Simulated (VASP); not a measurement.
Here is a VASP 6.6.1 calculation.

The input INCAR:

```
SYSTEM = Sn3Se
PREC = Accurate ; ENCUT = 520
EDIFF = 1E-6 ; ISMEAR = 0
SIGMA = 0.15 ; LREAL = .FALSE.
LASPH = .TRUE. ; NELM = 60
ALGO = Normal ; ISIF = 2
LWAVE = .FALSE. ; LCHARG = .FALSE.
GGA = PE ; NBANDS = 32
```

File KPOINTS:

```
Automatic mesh
0
G
  12 12 12
  0 0 0
```

File POSCAR:

```
Sn3Se
1.0
    0.0000000000      3.7279542406      4.1007496647
    3.7279542406      0.0000000000      4.1007496647
    3.7279542406      3.7279542406      0.0000000000
Sn Se
3 1
Direct
    0.2500000000      0.2500000000      0.2500000000
    0.7500000000      0.7500000000      0.7500000000
    0.5000000000      0.5000000000      0.5000000000
    0.0000000000      0.0000000000      0.0000000000
```

Potentials or basis: VASP PAW PBE potentials, release 64 (Sn_d, Se).

Launch:

```sh
$ cat potpaw_PBE.64/Sn_d/POTCAR potpaw_PBE.64/Se/POTCAR > POTCAR
$ mpirun -np 1 vasp_std > vasp.out
```

Question: Predict the band gap on the k mesh.

Answer: Zero (bands 24 and 25 overlap by 2.06 eV).

Question: Estimate the pressure.

Answer: -3.6 GPa.

Caveat: the cell differs from its parent crystal (strain +0.1000 x Voigt [0, 0, 1, 0, 0, 0]); the cell stands under tension; spin-orbit coupling is left out, which moves the levels of the heavy elements.
